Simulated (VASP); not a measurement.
Input of a VASP 6.6.1 run:

The input INCAR:

```
SYSTEM = TiAl
PREC = Accurate
ENCUT = 520
EDIFF = 1E-6
ISMEAR = 0
SIGMA = 0.15
LREAL = .False.
LASPH = .True.
NELM = 80
ALGO = Fast
ISIF = 2
LWAVE = .False.
LCHARG = .False.
GGA = PS
NBANDS = 14
```

File KPOINTS:

```
regular mesh
0
Gamma
  24 24 14
  0 0 0
```

File POSCAR:

```
TiAl
1.0
    3.0756469875      0.0000000000      0.0000000000
   -1.5378234937      2.6635884242      0.0000000000
    0.0000000000      0.0000000000      4.9895403186
Ti Al
1 1
Direct
    0.0000000000      0.0000000000      0.0000000000
    0.3333333333      0.6666666667      0.5000000000
```

Potentials or basis: VASP PAW PBE potentials, release 64 (Ti_sv, Al).

Run with:

```bash
$ cat potpaw_PBE.64/Ti_sv/POTCAR potpaw_PBE.64/Al/POTCAR > POTCAR
$ mpirun -np 1 vasp_std > vasp.out
```

**Question.** Estimate the band gap on the k mesh.

**Answer.** Zero (an odd number of electrons rules out a gap without spin polarisation).

**Question.** Predict the pressure.

**Answer.** -16.3 GPa.

Stress tensor (GPa, compression positive):
```
-15.56   0.00   0.00
  0.00 -15.56   0.00
  0.00   0.00 -17.92
```

Caveat: the cell differs from its parent crystal (strain +0.080 along x and y, +0.080 along z); the cell stands under tension; the PAW data sets were made with another functional, which shifts forces and pressure a little.
